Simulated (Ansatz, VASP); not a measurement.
# Sn2Te2S in VASP and in Ansatz

```xyz
5
Lattice="0.8664 -4.0465 0.0000 0.8664 -1.9305 -3.5563 9.0165 4.0465 0.0000" Properties=species:S:1:pos:R:3 pbc="T T T"
Sn    2.7929   -3.6340   -2.1622
Sn    7.9564    1.7035   -1.3941
Te    3.9647   -1.2671   -0.7539
Te    6.7845   -0.6634   -2.8024
S     0.0000    0.0000    0.0000
```

Alike in both runs: task single point; functional PBE; k mesh 10 × 10 × 10; no spin polarisation.

```csv
,VASP,Ansatz
version,VASP 6.6.1,Ansatz 0.2.0
potentials or method,"VASP PAW PBE potentials, release 64 (Sn_d, Te, S), cutoff 500 eV",PAW plane waves
occupations,"fermi-dirac, width 0.1 eV",fermi-dirac
valence electrons in the cell,46,66
```

VASP gave:

- pressure (GPa): 0.4
- traceless stress, the component that is largest in VASP (GPa): -0.53
- rms of the force components (eV/Å): 0.159

Problem. Estimate Ansatz's values.

Solution. Pressure (GPa): 0.4; traceless stress, the component that is largest in VASP (GPa): -0.54; rms of the force components (eV/Å): 0.163.

Atom by atom the forces differ by 0.005 eV/Å (rms over components). VASP's potentials hold 46 valence electrons a cell and Ansatz's 66, so a difference there can come from the potentials and not from the codes. Ansatz's warnings: structure snapped to symmetry.

Neither program's run includes spin-orbit coupling.
